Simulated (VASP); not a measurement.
Runs of VASP 6.6.1 on TlBr. The structure is that of space group Pm-3m (No. 221), or close to it. The cells are those of the table. 

| task | level | potentials or basis | spin | cell | k mesh | cutoff (eV) | smearing | gap on the mesh (eV) | pressure (GPa) | relaxed volume (Å³/atom) |
| --- | --- | --- | --- | --- | --- | --- | --- | --- | --- | --- |
| relaxation of cell and atoms | r2SCAN+rVV10 | VASP PAW PBE potentials, release 64 (Tl_d, Br) | off | relaxed from a = 3.980 Å, 2 atoms | 6 × 6 × 6 | 550 | fermi-dirac 0.02 eV | 2.20 | 0.0 | 30.88 |
| single point | LDA | VASP PAW LDA potentials, release 64 (Tl_d, Br) | off | a = 3.946 Å, 2 atoms | 6 × 6 × 6 | 500 | gaussian 0.01 eV | (b) | (c) | - |
| relaxation of cell and atoms | PBE+D4 | VASP PAW PBE potentials, release 64 (Tl_d, Br) | off | relaxed from a = 3.980 Å, 2 atoms | 6 × 6 × 6 | 500 | fermi-dirac 0.02 eV | 2.12 | 0.0 | 35.21 |
| single point | r2SCAN+rVV10 | VASP PAW PBE potentials, release 64 (Tl_d, Br) | off | a = 3.946 Å, 2 atoms | 6 × 6 × 6 | 550 | fermi-dirac 0.02 eV | 2.18 | 0.1 | - |
| single point | PBE | VASP PAW PBE potentials, release 64 (Tl_d, Br) | off | a = 3.946 Å, 2 atoms | 4 × 4 × 4 | 500 | gaussian 0.01 eV | (a) | 2.0 | - |
| single point | PBE+D4 | VASP PAW PBE potentials, release 64 (Tl_d, Br) | off | a = 4.130 Å, 2 atoms | 6 × 6 × 6 | 500 | fermi-dirac 0.02 eV | 2.12 | 0.0 | - |
| single point | PBE | VASP PAW PBE potentials, release 64 (Tl_d, Br) | non-collinear, zero start, SOC | a = 3.946 Å, 2 atoms | 6 × 6 × 6 | 500 | gaussian 0.01 eV | - | 1.8 | - |
| relaxation of cell and atoms | PBE+D3(BJ) | VASP PAW PBE potentials, release 64 (Tl_d, Br) | off | relaxed from a = 3.980 Å, 2 atoms | 6 × 6 × 6 | 500 | fermi-dirac 0.02 eV | 1.86 | 0.0 | - |
| single point | r2SCAN | VASP PAW PBE potentials, release 64 (Tl_d, Br) | off | a = 3.946 Å, 2 atoms | 6 × 6 × 6 | 550 | gaussian 0.01 eV | (d) | 1.0 | - |
| single point | PBE+D3(BJ) | VASP PAW PBE potentials, release 64 (Tl_d, Br) | off | a = 3.980 Å, 2 atoms | 6 × 6 × 6 | 500 | fermi-dirac 0.02 eV | 1.86 | 0.0 | - |
| single point | PBE | VASP PAW PBE potentials, release 64 (Tl_d, Br) | off | a = 3.946 Å, 2 atoms | 6 × 6 × 6 | 500 | fermi-dirac 0.02 eV | 1.79 | 1.9 | - |

Q: Estimate the missing entries.

A: (a) 1.78; (b) 1.58; (c) -2.2; (d) 2.24.

Caveats: spin-orbit coupling is left out, which moves the levels of the heavy elements (some runs); the PAW data sets were made with another functional, which shifts forces and pressure a little (some runs); the volume moved by +12 % from the deposited cell, more than functionals usually miss (some runs); the relaxation stopped at its first step, so nothing moved (some runs).

A k mesh can miss the band edges, and rows without SOC leave out spin-orbit coupling on Br, Tl.
